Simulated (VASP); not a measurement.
# NbTe (F-43m) in VASP: notebook

NbTe is run at these levels: PBE; tasks: single point.

All numbers are computed with VASP 6.6.1; they aren't measurements. Logs are shortened: lines on timing, memory, paths and dates and some standing lists are left out, and cuts for length are marked.

## Step 1: The cell of the first run

Symmetry: F-43m, No. 216, cubic system. The conventional cell has a = 6.369 Å, b = 6.369 Å, c = 6.369 Å, α = 90.00°, β = 90.00°, γ = 90.00°. Nb (site symmetry -43m) has 4 Te at 2.76 Å within 3.6 Å. Within 3.6 Å of Te (site symmetry -43m) lie 4 Nb at 2.76 Å.

## Step 2: Single point, PBE, non-collinear spin, typed start, spin-orbit coupling

File POSCAR:

```
NbTe
1.0
    0.0000000000      3.1846619175      3.1846619175
    3.1846619175      0.0000000000      3.1846619175
    3.1846619175      3.1846619175      0.0000000000
Nb Te
1 1
Direct
    0.0000000000      0.0000000000      0.0000000000
    0.2500000000      0.2500000000      0.2500000000
```

File INCAR.step1:

```
SYSTEM = NbTe
PREC     = Accurate       ! precision mode
ENCUT    = 400            ! plane-wave cutoff, eV
EDIFF    = 1E-6           ! SCF threshold, eV
ISMEAR   = 0              ! smearing method
SIGMA    = 0.05           ! smearing width, eV
LREAL    = .False.        ! projectors in reciprocal space
LASPH    = .True.         ! aspherical terms in the spheres
NELM     = 200            ! most SCF steps
ALGO     = Normal         ! electronic algorithm
ISIF     = 2              ! what is computed and relaxed
LWAVE    = .False.        ! write WAVECAR
LCHARG   = .True.         ! write CHGCAR
MAGMOM   = 1.155 1.155 1.155 0 0 0 ! initial moments
LSORBIT  = .True.         ! spin-orbit coupling
GGA_COMPAT= .False.      
LORBMOM  = .True.       
LMAXMIX  = 4              ! l up to which the mixer works
GGA      = PE             ! functional
NBANDS   = 31             ! bands
NEDOS    = 2001           ! points of the DOS
LORBIT   = 11             ! projections on sites
```

File KPOINTS.step1:

```
regular mesh
0
Gamma
  10 10 10
  0 0 0
```

File INCAR.step2:

```
SYSTEM = NbTe
PREC     = Accurate       ! precision mode
ENCUT    = 400            ! plane-wave cutoff, eV
EDIFF    = 1E-6           ! SCF threshold, eV
ISMEAR   = -5             ! smearing method
SIGMA    = 0.05           ! smearing width, eV
LREAL    = .False.        ! projectors in reciprocal space
LASPH    = .True.         ! aspherical terms in the spheres
NELM     = 200            ! most SCF steps
ALGO     = Normal         ! electronic algorithm
ISIF     = 2              ! what is computed and relaxed
LWAVE    = .False.        ! write WAVECAR
LCHARG   = .False.        ! write CHGCAR
MAGMOM   = 1.155 1.155 1.155 0 0 0 ! initial moments
LORBIT   = 10             ! projections on sites
LSORBIT  = .True.         ! spin-orbit coupling
GGA_COMPAT= .False.      
LORBMOM  = .True.       
LMAXMIX  = 4              ! l up to which the mixer works
GGA      = PE             ! functional
NBANDS   = 31             ! bands
NEDOS    = 2001           ! points of the DOS
ICHARG   = 11             ! starting density
```

File KPOINTS.step2:

```
regular mesh
0
Gamma
  15 15 15
  0 0 0
```

Potentials or basis: VASP PAW PBE potentials, release 64 (Nb_sv, Te).

Command:

```console
cat potpaw_PBE.64/Nb_sv/POTCAR potpaw_PBE.64/Te/POTCAR > POTCAR
cp INCAR.step1 INCAR
cp KPOINTS.step1 KPOINTS
mpirun -np 1 vasp_ncl > vasp.out
cp INCAR.step2 INCAR
cp KPOINTS.step2 KPOINTS
mpirun -np 1 vasp_ncl > vasp.out
```

OUTCAR:

```text
SYSTEM = NbTe
   PREC = Accurate
   ENCUT = 400
   EDIFF = 1E-6
   ISMEAR = -5
   LREAL = .False.
   LASPH = .True.
   NELM = 200
   ISIF = 2
   LORBIT = 10
   LSORBIT = .True.
   GGA = PE
   ICHARG = 11

 ion  position               nearest neighbor table
   1  0.000  0.000  0.000-   2 2.76   2 2.76   2 2.76   2 2.76
   2  0.250  0.250  0.250-   1 2.76   1 2.76   1 2.76   1 2.76

  LATTYP: Found a face centered cubic cell.
 ALAT       =     6.3693238350

  Lattice vectors:

 A1 = (   0.0000000000,   3.1846619175,   3.1846619175)
 A2 = (   3.1846619175,   0.0000000000,   3.1846619175)
 A3 = (   3.1846619175,   3.1846619175,   0.0000000000)

Analysis of symmetry for initial positions (statically):
=====================================================================
 Subroutine PRICEL returns:
 Original cell was already a primitive cell.

 Routine SETGRP: Setting up the symmetry group for a
 face centered cubic supercell.

 Subroutine GETGRP returns: Found 24 space group operations
 (whereof 24 operations were pure point group operations)
 out of a pool of 48 trial point group operations.

The static configuration has the point symmetry T_d .

Analysis of symmetry for dynamics (positions and initial velocities):
=====================================================================
 Subroutine PRICEL returns:
 Original cell was already a primitive cell.

 Routine SETGRP: Setting up the symmetry group for a
 face centered cubic supercell.

 Subroutine GETGRP returns: Found 24 space group operations
 (whereof 24 operations were pure point group operations)
 out of a pool of 48 trial point group operations.

The dynamic configuration has the point symmetry T_d .

Analysis of structural, dynamic, and magnetic symmetry:
=====================================================================
 Subroutine PRICEL returns:
 Original cell was already a primitive cell.

 Routine SETGRP: Setting up the symmetry group for a
 face centered cubic supercell.

 Subroutine GETGRP returns: Found  3 space group operations
 (whereof  3 operations were pure point group operations)
 out of a pool of 48 trial point group operations.

The overall configuration has the point symmetry C_3 .

 Subroutine INISYM returns: Found  3 space group operations
 (whereof  3 operations are pure point group operations),
 and found     1 'primitive' translations

----------------------------------------------------------------------------------------

[... 990 lines left out ...]
    total drift:                               -0.000032     -0.000032     -0.000032

  FREE ENERGIE OF THE ION-ELECTRON SYSTEM (eV)
  ---------------------------------------------------
  free  energy   TOTEN  =       -12.4782726115 eV

  energy  without entropy=      -12.4782726115  energy(sigma->0) =      -12.47827261

 orbital moment (x)

 # of ion     p       d       tot
 ----------------------------------------
  1        -0.000  -0.013  -0.013
  2        -0.001  -0.002  -0.002
 ----------------------------------------
           -0.001  -0.014  -0.015

 orbital moment (y)

 # of ion     p       d       tot
 ----------------------------------------
  1        -0.000  -0.013  -0.013
  2        -0.001  -0.002  -0.002
 ----------------------------------------
           -0.001  -0.014  -0.015

 orbital moment (z)

 # of ion     p       d       tot
 ----------------------------------------
  1        -0.000  -0.013  -0.013
  2        -0.001  -0.002  -0.002
 ----------------------------------------
           -0.001  -0.014  -0.015

 Spin-Orbit-Coupling matrix elements

 Ion:    1  E_soc:     -0.1812674
 l=   1
     0.0000000    -0.0266813    -0.0266813
    -0.0266813     0.0000000    -0.0266813
    -0.0266813    -0.0266813     0.0000000
 l=   2
     0.0000000    -0.0006509     0.0000000    -0.0006509    -0.0028790
    -0.0006509     0.0000000    -0.0021592    -0.0006509    -0.0007198
     0.0000000    -0.0021592     0.0000000    -0.0021593     0.0000000
    -0.0006509    -0.0006509    -0.0021593     0.0000000    -0.0007197
    -0.0028790    -0.0007198     0.0000000    -0.0007197     0.0000000
 l=   3
     0.0000000     0.0000000     0.0000000     0.0000000     0.0000000     0.0000000     0.0000000
     0.0000000     0.0000000     0.0000000     0.0000000     0.0000000     0.0000000     0.0000000
     0.0000000     0.0000000     0.0000000     0.0000000     0.0000000     0.0000000     0.0000000
     0.0000000     0.0000000     0.0000000     0.0000000     0.0000000     0.0000000     0.0000000
     0.0000000     0.0000000     0.0000000     0.0000000     0.0000000     0.0000000     0.0000000
     0.0000000     0.0000000     0.0000000     0.0000000     0.0000000     0.0000000     0.0000000
     0.0000000     0.0000000     0.0000000     0.0000000     0.0000000     0.0000000     0.0000000

 Ion:    2  E_soc:     -0.1827547
 l=   1
     0.0000000    -0.0303062    -0.0303062
    -0.0303062     0.0000000    -0.0303062
    -0.0303062    -0.0303062     0.0000000
 l=   2
     0.0000000    -0.0000114     0.0000000    -0.0000114    -0.0001415
    -0.0000114     0.0000000    -0.0001062    -0.0000114    -0.0000354
     0.0000000    -0.0001062     0.0000000    -0.0001061     0.0000000
    -0.0000114    -0.0000114    -0.0001061     0.0000000    -0.0000354
    -0.0001415    -0.0000354     0.0000000    -0.0000354     0.0000000
 l=   3
     0.0000000     0.0000000     0.0000000     0.0000000     0.0000000     0.0000000     0.0000000
     0.0000000     0.0000000     0.0000000     0.0000000     0.0000000     0.0000000     0.0000000
     0.0000000     0.0000000     0.0000000     0.0000000     0.0000000     0.0000000     0.0000000
     0.0000000     0.0000000     0.0000000     0.0000000     0.0000000     0.0000000     0.0000000
     0.0000000     0.0000000     0.0000000     0.0000000     0.0000000     0.0000000     0.0000000
     0.0000000     0.0000000     0.0000000     0.0000000     0.0000000     0.0000000     0.0000000
     0.0000000     0.0000000     0.0000000     0.0000000     0.0000000     0.0000000     0.0000000

 total charge

# of ion       s       p       d       tot
------------------------------------------
    1        2.140   5.948   2.597  10.685
    2        1.332   2.094   0.074   3.500
--------------------------------------------------
tot          3.472   8.042   2.670  14.185

 magnetization (x)

# of ion       s       p       d       tot
------------------------------------------
    1        0.018   0.007   0.895   0.920
    2       -0.007  -0.048   0.024  -0.030
--------------------------------------------------
tot          0.010  -0.041   0.920   0.889

 magnetization (y)

# of ion       s       p       d       tot
------------------------------------------
    1        0.018   0.007   0.895   0.920
    2       -0.007  -0.048   0.024  -0.030
--------------------------------------------------
tot          0.010  -0.041   0.920   0.889

 magnetization (z)

# of ion       s       p       d       tot
------------------------------------------
    1        0.018   0.007   0.895   0.920
    2       -0.007  -0.048   0.024  -0.030
--------------------------------------------------
tot          0.010  -0.041   0.920   0.889
```

OSZICAR.step1:

```text
N       E                     dE             d eps       ncg     rms          rms(c)
DAV:   1     0.131225608786E+03    0.13123E+03   -0.80447E+03 23336   0.911E+02
DAV:   2    -0.164727553752E+01   -0.13287E+03   -0.12819E+03 28458   0.310E+02
DAV:   3    -0.116421966283E+02   -0.99949E+01   -0.97511E+01 33909   0.683E+01
[... 34 lines left out ...]
DAV:  38    -0.124800109410E+02   -0.20466E-06   -0.38173E-05 19228   0.414E-02    0.499E-03
DAV:  39    -0.124800125062E+02   -0.15652E-05   -0.36699E-05 19403   0.426E-02    0.584E-03
DAV:  40    -0.124800082183E+02    0.42879E-05   -0.32565E-05 19256   0.418E-02    0.205E-03
DAV:  41    -0.124800084524E+02   -0.23411E-06   -0.11251E-05 19620   0.250E-02    0.261E-03
DAV:  42    -0.124800079563E+02    0.49611E-06   -0.65222E-06 19767   0.182E-02
   1 F= -.12480008E+02 E0= -.12478876E+02  d E =-.226321E-02  mag=     1.2710     1.2710     1.2710
```

It took 2 h on 1 thread of Intel Xeon 8259CL, shared host; peak memory 1.9 GiB.

Results:

```yaml
Net_moment: 2.20 μB per cell
Valence_electrons_inside_the_program's_atomic_spheres: Nb 10.69; Te 3.50
```

Moments on the atoms (μB; x, y, z):
```
Nb   0.92  0.92  0.92
Te  -0.03 -0.03 -0.03
```

## Step 3: Single point, PBE, collinear spin

POSCAR is that of step 2.

File INCAR.step1:

```
PREC = Accurate
ENCUT = 520
EDIFF = 1E-7
ISMEAR = 0
SIGMA = 0.05
LREAL = False
LASPH = True
NELM = 150
ALGO = Normal
ISIF = 2
LWAVE = False
LCHARG = True
ISPIN = 2
MAGMOM = 1.66 0
LMAXMIX = 4
GGA = PE
NBANDS = 20
```

File KPOINTS.step1:

```
Automatic mesh
0
Gamma
  10 10 10
```

File INCAR.step2:

```
PREC = Accurate
ENCUT = 520
EDIFF = 1E-7
ISMEAR = -5
SIGMA = 0.05
LREAL = False
LASPH = True
NELM = 150
ALGO = Normal
ISIF = 2
LWAVE = False
LCHARG = False
ISPIN = 2
MAGMOM = 1.66 0
LORBIT = 10
LMAXMIX = 4
GGA = PE
NBANDS = 20
NEDOS = 2001
ICHARG = 11
```

File KPOINTS.step2:

```
Automatic mesh
0
Gamma
  15 15 15
```

Potentials or basis: VASP PAW PBE potentials, release 64 (Nb_sv, Te).

Command:

```console
cat potpaw_PBE.64/Nb_sv/POTCAR potpaw_PBE.64/Te/POTCAR > POTCAR
cp INCAR.step1 INCAR
cp KPOINTS.step1 KPOINTS
mpirun -np 1 vasp_std > vasp.out
cp INCAR.step2 INCAR
cp KPOINTS.step2 KPOINTS
mpirun -np 1 vasp_std > vasp.out
```

OUTCAR:

```text
PREC = Accurate
   ENCUT = 520
   EDIFF = 1E-7
   ISMEAR = -5
   LREAL = False
   LASPH = True
   NELM = 150
   ISIF = 2
   ISPIN = 2
   LORBIT = 10
   GGA = PE
   ICHARG = 11

 ion  position               nearest neighbor table
   1  0.000  0.000  0.000-   2 2.76   2 2.76   2 2.76   2 2.76
   2  0.250  0.250  0.250-   1 2.76   1 2.76   1 2.76   1 2.76

  LATTYP: Found a face centered cubic cell.
 ALAT       =     6.3693238350

  Lattice vectors:

 A1 = (   0.0000000000,   3.1846619175,   3.1846619175)
 A2 = (   3.1846619175,   0.0000000000,   3.1846619175)
 A3 = (   3.1846619175,   3.1846619175,   0.0000000000)

Analysis of symmetry for initial positions (statically):
=====================================================================
 Subroutine PRICEL returns:
 Original cell was already a primitive cell.

 Routine SETGRP: Setting up the symmetry group for a
 face centered cubic supercell.

 Subroutine GETGRP returns: Found 24 space group operations
[... 750 lines left out ...]
      3     -24.5757      1.00000
      4     -24.5757      1.00000
      5      -6.1824      1.00000
      6       2.6003      1.00000
[... 541 lines left out ...]
     19      16.7915      0.00000
     20      16.9421      0.00000

 [... further k-points ...]

------------------------ aborting loop because EDIFF is reached ----------------------------------------

  FORCE on cell =-STRESS in cart. coord.  units (eV):
  Direction    XX          YY          ZZ          XY          YZ          ZX
  --------------------------------------------------------------------------------------
  -------------------------------------------------------------------------------------
  Total       -0.0489794     -0.0489794     -0.0489794     -0.0000000     -0.0000000     -0.0000000
  in kB       -1.2147982     -1.2147982     -1.2147982     -0.0000000     -0.0000000     -0.0000000
  external PRESSURE =      -1.2147982 kB  Pullay stress =       0.0000000 kB

 VOLUME and BASIS-vectors are now :
 -----------------------------------------------------------------------------
  energy-cutoff  :      520.00
  volume of cell :       64.60
      direct lattice vectors                 reciprocal lattice vectors
     0.000000000  3.184661918  3.184661918    -0.157002537  0.157002537  0.157002537
     3.184661918  0.000000000  3.184661918     0.157002537 -0.157002537  0.157002537
     3.184661918  3.184661918  0.000000000     0.157002537  0.157002537 -0.157002537

 POSITION                                       TOTAL-FORCE (eV/Angst)
 -----------------------------------------------------------------------------------
      0.00000      0.00000      0.00000        -0.000000      0.000000      0.000000
      1.59233      1.59233      1.59233         0.000000     -0.000000      0.000000
 -----------------------------------------------------------------------------------
    total drift:                                0.000000      0.000000      0.000000

  FREE ENERGIE OF THE ION-ELECTRON SYSTEM (eV)
  ---------------------------------------------------
  free  energy   TOTEN  =       -12.2974874382 eV

  energy  without entropy=      -12.2974874382  energy(sigma->0) =      -12.29748744

 total charge

# of ion       s       p       d       tot
------------------------------------------
    1        2.142   5.947   2.584  10.673
    2        1.332   2.093   0.073   3.499
--------------------------------------------------
tot          3.474   8.040   2.658  14.172

 magnetization (x)

# of ion       s       p       d       tot
------------------------------------------
    1        0.031   0.012   1.548   1.591
    2       -0.013  -0.084   0.042  -0.054
--------------------------------------------------
tot          0.018  -0.072   1.591   1.537
```

OUTCAR.step1:

```text
PREC = Accurate
   ENCUT = 520
   EDIFF = 1E-7
   ISMEAR = 0
   LREAL = False
[... 1348 lines left out ...]
      0.00000      0.00000      0.00000         0.000000      0.000000      0.000000
      1.59233      1.59233      1.59233        -0.000000     -0.000000     -0.000000
 -----------------------------------------------------------------------------------
    total drift:                                0.000000      0.000000      0.000000

  FREE ENERGIE OF THE ION-ELECTRON SYSTEM (eV)
  ---------------------------------------------------
  free  energy   TOTEN  =       -12.2987404641 eV

  energy  without entropy=      -12.2962899980  energy(sigma->0) =      -12.29751523
```

OSZICAR.step1:

```text
N       E                     dE             d eps       ncg     rms          rms(c)
DAV:   1     0.140168467883E+03    0.14017E+03   -0.84698E+03  3760   0.825E+02
DAV:   2    -0.385603804505E+01   -0.14402E+03   -0.13814E+03  4916   0.270E+02
DAV:   3    -0.121362257687E+02   -0.82802E+01   -0.80992E+01  6020   0.533E+01
DAV:   4    -0.123872849922E+02   -0.25106E+00   -0.24896E+00  5340   0.889E+00
DAV:   5    -0.123989018984E+02   -0.11617E-01   -0.11613E-01  5532   0.178E+00    0.647E+00
DAV:   6    -0.122311050574E+02    0.16780E+00   -0.15086E+00  5104   0.777E+00    0.338E+00
DAV:   7    -0.122880846155E+02   -0.56980E-01   -0.15967E-01  5208   0.267E+00    0.193E+00
DAV:   8    -0.122968447496E+02   -0.87601E-02   -0.28229E-02  4812   0.117E+00    0.116E+00
DAV:   9    -0.122977984827E+02   -0.95373E-03   -0.72796E-03  4544   0.530E-01    0.380E-01
DAV:  10    -0.122984603368E+02   -0.66185E-03   -0.17499E-03  5028   0.299E-01    0.132E-01
DAV:  11    -0.122986855809E+02   -0.22524E-03   -0.23969E-04  4564   0.916E-02    0.566E-02
DAV:  12    -0.122987274238E+02   -0.41843E-04   -0.57786E-05  4424   0.464E-02    0.292E-02
DAV:  13    -0.122987382623E+02   -0.10839E-04   -0.15475E-05  4464   0.224E-02    0.112E-02
DAV:  14    -0.122987397956E+02   -0.15333E-05   -0.16064E-06  4576   0.834E-03    0.472E-03
DAV:  15    -0.122987402078E+02   -0.41218E-06   -0.89482E-07  4452   0.402E-03    0.168E-03
DAV:  16    -0.122987403997E+02   -0.19198E-06   -0.20464E-07  4456   0.217E-03    0.711E-04
DAV:  17    -0.122987404641E+02   -0.64359E-07   -0.25704E-08  3392   0.876E-04
   1 F= -.12298740E+02 E0= -.12297515E+02  d E =-.245047E-02  mag=     2.2117
```

It took 9.6 min on 1 thread of Intel Xeon 8259CL, shared host; peak memory 0.41 GiB.

Results:

```yaml
Net_moment: 2.21 μB per cell
Site_moments: Nb +1.59; Te -0.05 μB
Valence_electrons_inside_the_program's_atomic_spheres: Nb 10.67; Te 3.50
```

Caveat: spin-orbit coupling is left out, which moves the levels of the heavy elements; tetrahedron occupations give inexact forces and stress in metals.
